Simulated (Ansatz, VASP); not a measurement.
## One calculation of Bi, two programs

```
Bi
1.0
     3.30952    0.00000    0.00000
     0.00000    3.30952    0.00000
     0.00000    0.00000    3.30952
Bi
1
Direct
  0.00000 0.00000 0.00000
```

Alike in both runs: functional PBE; k mesh 13 × 13 × 13; occupations fermi-dirac, width 0.05 eV; no spin polarisation.

Ansatz relaxed the structure, and its values are those at the end. VASP's run is a single point on that final structure, the one shown.

|  | VASP | Ansatz |
| --- | --- | --- |
| version | VASP 6.6.1 | Ansatz 0.2.0 |
| potentials or method | VASP PAW PBE potentials, release 64 (Bi_d), cutoff 520 eV | all-electron LAPW, non-relativistic |

|  | VASP | Ansatz | Ansatz less VASP |
| --- | --- | --- | --- |
| pressure (GPa) | -1.5 | 0.0 | +1.41 |

Ansatz ran all-electron here, and VASP with PAW potentials.

Spin-orbit coupling is off throughout.
